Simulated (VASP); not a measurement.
# Sb2Au in VASP: a series of runs

The runs below take Sb2Au through single point, with LDA.

Program: VASP 6.6.1. These are calculated values, not measurements. Logs are shortened: lines on timing, memory, paths and dates and some standing lists are left out, and cuts for length are marked.

## (1) The cell of the first run

The structure is cubic, space group Fm-3m (No. 225). The conventional cell has a = 6.700 Å, b = 6.700 Å, c = 6.700 Å, α = 90.00°, β = 90.00°, γ = 90.00°. Within 3.8 Å of Sb (site symmetry -43m) lie 4 Au at 2.90 Å and 6 Sb at 3.35 Å. Within 3.8 Å of Au (site symmetry m-3m) lie 8 Sb at 2.90 Å.

## (2) Single point, LDA (25.06 Å³/atom)

The input, INCAR:

```
SYSTEM = Sb2Au
ALGO = Normal
EDIFF = 1E-6
ENCUT = 520
GGA = CA
ISIF = 2
ISMEAR = -1
LASPH = .True.
LCHARG = .False.
LREAL = .False.
LWAVE = .False.
NBANDS = 18
NELM = 80
PREC = Accurate
SIGMA = 0.08
```

The input, KPOINTS:

```
k-points
0
Gamma
  9 9 9
  0 0 0
```

The input, POSCAR:

```
Sb2Au
1.0
    0.0000000000      3.3500403774      3.3500403774
    3.3500403774      0.0000000000      3.3500403774
    3.3500403774      3.3500403774      0.0000000000
Sb Au
2 1
Direct
    0.2500000000      0.2500000000      0.2500000000
    0.7500000000      0.7500000000      0.7500000000
    0.0000000000      0.0000000000      0.0000000000
```

Potentials or basis: VASP PAW LDA potentials, release 64 (Sb, Au).

On the command line:

```bash
> cat potpaw_LDA.64/Sb/POTCAR potpaw_LDA.64/Au/POTCAR > POTCAR
> mpirun -np 1 vasp_std > vasp.out
```

OUTCAR:

```text
SYSTEM = Sb2Au
   EDIFF = 1E-6
   ENCUT = 520
   GGA = CA
   ISIF = 2
   ISMEAR = -1
   LASPH = .True.
   LREAL = .False.
   NELM = 80
   PREC = Accurate

 ion  position               nearest neighbor table
   1  0.250  0.250  0.250-   3 2.90   3 2.90   3 2.90   3 2.90   2 3.35   2 3.35   2 3.35   2 3.35
                             2 3.35   2 3.35
   2  0.750  0.750  0.750-   3 2.90   3 2.90   3 2.90   3 2.90   1 3.35   1 3.35   1 3.35   1 3.35
                             1 3.35   1 3.35
   3  0.000  0.000  0.000-   2 2.90   2 2.90   2 2.90   1 2.90   2 2.90   1 2.90   1 2.90   1 2.90

  LATTYP: Found a face centered cubic cell.
 ALAT       =     6.7000807548

  Lattice vectors:

 A1 = (   0.0000000000,   3.3500403774,   3.3500403774)
 A2 = (   3.3500403774,   0.0000000000,   3.3500403774)
 A3 = (   3.3500403774,   3.3500403774,   0.0000000000)

Analysis of symmetry for initial positions (statically):
=====================================================================
 Subroutine PRICEL returns:
 Original cell was already a primitive cell.

 Routine SETGRP: Setting up the symmetry group for a
 face centered cubic supercell.

 Subroutine GETGRP returns: Found 48 space group operations
 (whereof 48 operations were pure point group operations)
 out of a pool of 48 trial point group operations.

The static configuration has the point symmetry O_h .

Analysis of symmetry for dynamics (positions and initial velocities):
=====================================================================
 Subroutine PRICEL returns:
 Original cell was already a primitive cell.

 Routine SETGRP: Setting up the symmetry group for a
 face centered cubic supercell.

 Subroutine GETGRP returns: Found 48 space group operations
 (whereof 48 operations were pure point group operations)
 out of a pool of 48 trial point group operations.

The dynamic configuration has the point symmetry O_h .

 Subroutine INISYM returns: Found 48 space group operations
 (whereof 48 operations are pure point group operations),
 and found     1 'primitive' translations

----------------------------------------------------------------------------------------

                                     Primitive cell

  volume of cell :      75.1935

  direct lattice vectors                    reciprocal lattice vectors
     0.000000000  3.350040377  3.350040377    -0.149251932  0.149251932  0.149251932
[... 87 lines left out ...]
   NELM   =     80;   NELMIN=  2; NELMDL= -5     # of ELM steps
   EDIFF  = 0.1E-05   stopping-criterion for ELM
   LREAL  =      F    real-space projection
   EDIFFG = 0.1E-04   stopping-criterion for IOM
   NSW    =      0    number of steps for IOM
   IBRION =     -1    ionic relax: 0-MD 1-quasi-New 2-CG
   NFREE  =      0    steps in history (QN), initial steepest desc. (CG)
   ISIF   =      2    stress and relaxation
   ISYM   =      2    0-nonsym 1-usesym 2-fastsym
   POTIM  = 0.5000    time-step for ionic-motion
   TEBEG  =    0.0;   TEEND  =   0.0 temperature during run
   PSTRESS=    0.0 pullay stress
   NELECT =      21.0000    total number of electrons
   NUPDOWN=      -1.0000    fix difference up-down
   EMIN   =  10.00;   EMAX   =-10.00  energy-range for DOS
   EFERMI =   0.00;   METHOD = LEGACY
   ISMEAR =    -1;   SIGMA  =   0.08  broadening in eV -4-tet -1-fermi 0-gaus
   EFERMI_NEDOS =   21; number of points for ismear=-14 and -15
   IALGO  =     38    algorithm
   IMIX   =      4    mixing-type and parameters
     AMIX     =   0.40;   BMIX     =  1.00
     AMIX_MAG =   1.60;   BMIX_MAG =  1.00
  volume/ion in A,a.u.               =      25.06       169.14
  Fermi-wavevector in a.u.,A,eV,Ry     =   1.070092  2.022181 15.579997  1.145097
  Thomas-Fermi vector in A             =   2.205792
   LORBIT       =      0    0 simple, 1 ext, 2 COOP (PROOUT), +10 PAW based schemes
   GGA     = CA    functional components
   LHFCALC =     F    Hartree Fock is set to
   AEXX    =    0.0000 exact exchange contribution
   IVDW    =     0    specifies the selected vdW correction
   LEPSILON=     F    determine dielectric tensor
   LRPA    =     F    only Hartree local field effects (RPA)
 non-spin polarized calculation
  energy-cutoff  :      520.00
  volume of cell :       75.19
 maximum number of plane-waves:      2085
   NGX = 17   NGY = 17   NGZ = 17

 number of electron      21.0000001 magnetization

 Free energy of the ion-electron system (eV)
  ---------------------------------------------------
  ext. energy  EPLUGINS =         0.00000000
  ---------------------------------------------------
  free energy    TOTEN  =       -13.88248801 eV

  energy without entropy =      -13.85799214  energy(sigma->0) =      -13.87024007

 E-fermi :   8.3246     XC(G=0): -10.5601

 val. band max:        8.2625521338   @ k =  -0.1111   0.1111   0.0000
 cond. band min:       8.3563511375   @ k =   0.3333   0.1111   0.0000
 fundamental gap:      0.0937990037
 Fermi energy:         8.3246061420

 k-point     1 :       0.0000    0.0000    0.0000
  band No.  band energies     occupation
      1      -4.4749      2.00000
      2       1.4865      2.00000
      3       1.8629      2.00000
      4       1.8629      2.00000
      5       1.8629      2.00000
      6       3.1229      2.00000
[... 481 lines left out ...]
      5       2.7283      2.00000
      6       3.2299      2.00000
[... 10 lines left out ...]
     17      16.3704      0.00000
     18      16.3705      0.00000

 [... further k-points ...]

------------------------ aborting loop because EDIFF is reached ----------------------------------------

  FORCE on cell =-STRESS in cart. coord.  units (eV):
  Direction    XX          YY          ZZ          XY          YZ          ZX
  --------------------------------------------------------------------------------------
  -------------------------------------------------------------------------------------
  Total        0.5528545      0.5528545      0.5528545      0.0000000      0.0000000     -0.0000000
  in kB       11.7798926     11.7798926     11.7798926      0.0000000      0.0000000     -0.0000000
  external PRESSURE =      11.7798926 kB  Pullay stress =       0.0000000 kB

 VOLUME and BASIS-vectors are now :
 -----------------------------------------------------------------------------
  energy-cutoff  :      520.00
  volume of cell :       75.19
      direct lattice vectors                 reciprocal lattice vectors
     0.000000000  3.350040377  3.350040377    -0.149251932  0.149251932  0.149251932
     3.350040377  0.000000000  3.350040377     0.149251932 -0.149251932  0.149251932
     3.350040377  3.350040377  0.000000000     0.149251932  0.149251932 -0.149251932

 POSITION                                       TOTAL-FORCE (eV/Angst)
 -----------------------------------------------------------------------------------
      1.67502      1.67502      1.67502         0.000000      0.000000      0.000000
      5.02506      5.02506      5.02506        -0.000000     -0.000000     -0.000000
      0.00000      0.00000      0.00000        -0.000000     -0.000000      0.000000
 -----------------------------------------------------------------------------------
    total drift:                               -0.000000      0.000000      0.000000

  FREE ENERGIE OF THE ION-ELECTRON SYSTEM (eV)
  ---------------------------------------------------
  free  energy   TOTEN  =       -13.8824880095 eV

  energy  without entropy=      -13.8579921373  energy(sigma->0) =      -13.87024007
```

OSZICAR:

```text
N       E                     dE             d eps       ncg     rms          rms(c)
DAV:   1     0.106437390036E+03    0.10644E+03   -0.79551E+03  1260   0.951E+02
DAV:   2    -0.101820616642E+02   -0.11662E+03   -0.11278E+03  1602   0.190E+02
DAV:   3    -0.145449082174E+02   -0.43628E+01   -0.43119E+01  1428   0.400E+01
DAV:   4    -0.145843515832E+02   -0.39443E-01   -0.39407E-01  1472   0.422E+00
DAV:   5    -0.145848956099E+02   -0.54403E-03   -0.54402E-03  1434   0.501E-01    0.811E+00
DAV:   6    -0.139648709460E+02    0.62002E+00   -0.36294E+00  1342   0.170E+01    0.672E+00
DAV:   7    -0.139025449482E+02    0.62326E-01   -0.24368E-01  1314   0.465E+00    0.366E+00
DAV:   8    -0.138850023286E+02    0.17543E-01   -0.46523E-02  1386   0.135E+00    0.340E-01
DAV:   9    -0.138825038619E+02    0.24985E-02   -0.98174E-03  1322   0.967E-01    0.158E-01
DAV:  10    -0.138824979185E+02    0.59434E-05   -0.65701E-04  1412   0.157E-01    0.345E-02
DAV:  11    -0.138824888524E+02    0.90661E-05   -0.72986E-05  1402   0.816E-02    0.121E-02
DAV:  12    -0.138824880095E+02    0.84292E-06   -0.67274E-06  1328   0.210E-02
   1 F= -.13882488E+02 E0= -.13870240E+02  d E =-.244959E-01
```

Wall time 32 s (1 thread of Intel Xeon Platinum 8259CL at 2.50GHz (Skylake/Cascade Lake), shared host); peak memory 0.2 GiB.

What came out:

```
Free energy            : -13.8825 eV
Pressure               : 1.2 GPa
Band gap on the k mesh : zero (an odd number of electrons rules out a gap without spin polarisation)
```

Caveat: spin-orbit coupling is left out, which moves the levels of the heavy elements.

## (3) Single point, LDA (26.05 Å³/atom)

This run uses another cell than the first one, of 26.05 Å³/atom.

The input, INCAR:

```
PREC = Accurate
ENCUT = 520
EDIFF = 1E-7
ISMEAR = -1
SIGMA = 0.08
LREAL = False
LASPH = True
NELM = 100
ALGO = Normal
ISIF = 2
LWAVE = False
LCHARG = True
LELF = True
LVHAR = True
NBANDS = 18
```

The input, KPOINTS:

```
Automatic mesh
0
Gamma
  9 9 9
```

The input, POSCAR:

```
Sb2Au
1.0
    0.0000000000      3.3932714730      3.3932714730
    3.3932714730      0.0000000000      3.3932714730
    3.3932714730      3.3932714730      0.0000000000
Sb Au
2 1
Direct
    0.2500000000      0.2500000000      0.2500000000
    0.7500000000      0.7500000000      0.7500000000
    0.0000000000      0.0000000000      0.0000000000
```

Potentials or basis: VASP PAW LDA potentials, release 64 (Sb, Au).

On the command line:

```bash
> cat potpaw_LDA.64/Sb/POTCAR potpaw_LDA.64/Au/POTCAR > POTCAR
> mpirun -np 1 vasp_std > vasp.out
```

Wall time 38 s (1 thread of Intel Xeon Platinum 8259CL at 2.50GHz (Skylake/Cascade Lake), shared host); peak memory 0.2 GiB.

The run converged. Its results:

```
Free energy            : -13.8725 eV
Pressure               : -2.2 GPa
Band gap on the k mesh : zero (an odd number of electrons rules out a gap without spin polarisation)
```

Levels at points of the mesh, in eV from the Fermi level:
| k point | band 7 | band 8 | band 9 | band 10 | band 11 | band 12 | band 13 | band 14 |
| --- | --- | --- | --- | --- | --- | --- | --- | --- |
| (0.00, 0.00, 0.00) | -4.97 | -0.21 | -0.21 | -0.21 | 0.65 | 0.65 | 0.65 | 1.31 |

Caveat: spin-orbit coupling is left out, which moves the levels of the heavy elements.

## (4) Single point, LDA (zz strain of -2 %)

The input, INCAR:

```
PREC = Accurate
ENCUT = 520
EDIFF = 1E-6
ISMEAR = -1
SIGMA = 0.08
LREAL = F
LASPH = T
NELM = 100
ALGO = Normal
ISIF = 2
LWAVE = F
LCHARG = T
GGA = CA
LELF = T
LVHAR = T
NBANDS = 18
```

The input, KPOINTS:

```
regular mesh
0
Gamma
  9 9 9
```

The input, POSCAR:

```
Sb2Au
1.0
    0.0000000000      3.3280000000      3.2614400000
    3.3280000000      0.0000000000      3.2614400000
    3.3280000000      3.3280000000      0.0000000000
Sb Au
2 1
Direct
    0.2500000000      0.2500000000      0.2500000000
    0.7500000000      0.7500000000      0.7500000000
    0.0000000000      0.0000000000      0.0000000000
```

On the command line:

```bash
> cat potpaw_LDA.64/Sb/POTCAR potpaw_LDA.64/Au/POTCAR > POTCAR
> mpirun -np 1 vasp_std > vasp.out
```

It took 2 min on 1 thread of AMD EPYC 7R43 (Zen 3), shared host; peak memory 0.2 GiB.

Results (log left out):

* Free energy: -13.8221 eV
* Pressure: 5.4 GPa
* Band gap on the k mesh: zero (an odd number of electrons rules out a gap without spin polarisation)

Stress tensor (GPa, compression positive):
```
5.22 0.00 0.00
0.00 5.22 0.00
0.00 0.00 5.66
```

Levels at points of the mesh, in eV from the Fermi level:
```
           k point  band 7  band 8  band 9  band 10  band 11  band 12  band 13  band 14
(0.00, 0.00, 0.00)   -5.45   -0.42   -0.17    -0.17     0.41     0.41     0.83     1.63
```

Caveat: the cell differs from its parent crystal (zz strain of -2 %); the cell stands under pressure; spin-orbit coupling is left out, which moves the levels of the heavy elements.

## (5) Single point, LDA (zz strain of -1 %)

The input, INCAR:

```
SYSTEM = Sb2Au
PREC     = Accurate       ! precision mode
ENCUT    = 520            ! plane-wave cutoff, eV
EDIFF    = 1E-7           ! SCF threshold, eV
ISMEAR   = -1             ! smearing method
SIGMA    = 0.08           ! smearing width, eV
LREAL    = .False.        ! projectors in reciprocal space
LASPH    = .True.         ! aspherical terms in the spheres
NELM     = 80             ! most SCF steps
ALGO     = Normal         ! electronic algorithm
ISIF     = 2              ! what is computed and relaxed
LWAVE    = .False.        ! write WAVECAR
LCHARG   = .True.         ! write CHGCAR
LELF     = .True.         ! ELF
LVHAR    = .True.       
NBANDS   = 18             ! bands
```

The input, KPOINTS:

```
regular mesh
0
Gamma
  9 9 9
  0 0 0
```

The input, POSCAR:

```
Sb2Au
1.0
    0.0000000000      3.3280000000      3.2947200000
    3.3280000000      0.0000000000      3.2947200000
    3.3280000000      3.3280000000      0.0000000000
Sb Au
2 1
Direct
    0.2500000000      0.2500000000      0.2500000000
    0.7500000000      0.7500000000      0.7500000000
    0.0000000000      0.0000000000      0.0000000000
```

On the command line:

```bash
> cat potpaw_LDA.64/Sb/POTCAR potpaw_LDA.64/Au/POTCAR > POTCAR
> mpirun -np 1 vasp_std > vasp.out
```

It took 2.9 min on 1 thread of AMD EPYC 7R43 (Zen 3), shared host; peak memory 0.2 GiB.

The run converged. Its results:

| Quantity | Value |
| --- | --- |
| Free energy | -13.8452 eV |
| Pressure | 4.2 GPa |
| Band gap on the k mesh | zero (an odd number of electrons rules out a gap without spin polarisation) |

Stress tensor (GPa, compression positive):
```
4.13 0.00 0.00
0.00 4.13 0.00
0.00 0.00 4.37
```

Levels at points of the mesh, in eV from the Fermi level:
```tsv
k point	band 6	band 7	band 8	band 9	band 10	band 11	band 12	band 13	band 14	band 15
(0.00, 0.00, 0.00)	-5.40	-5.38	-0.32	-0.20	-0.20	0.51	0.51	0.71	1.61	2.59
```

Caveat: the cell differs from its parent crystal (zz strain of -1 %); the cell stands under pressure; spin-orbit coupling is left out, which moves the levels of the heavy elements.

## (6) The runs side by side

```csv
cell,gap on the mesh (eV),pressure (GPa)
"a = 4.738 Å, angles 60.0°, 3 atoms",none,1.2
"a = 4.799 Å, angles 60.0°, 3 atoms",none,-2.2
"a = 4.660, b = 4.660, c = 4.707 Å, angles 59.7, 59.7, 60.7°, 3 atoms",none,5.4
"a = 4.683, b = 4.683, c = 4.707 Å, angles 59.8, 59.8, 60.3°, 3 atoms",none,4.2
```

Alike in all rows: task single point; level LDA; potentials or basis VASP PAW LDA potentials, release 64 (Sb, Au); no spin polarisation; k mesh 9 × 9 × 9; cutoff (eV) 520; smearing fermi-dirac 0.08 eV.

Caveats: spin-orbit coupling is left out, which moves the levels of the heavy elements; the cell stands under pressure (at least some runs).

Total energies depend on the potentials used, so only differences within one code and one set of settings carry meaning.
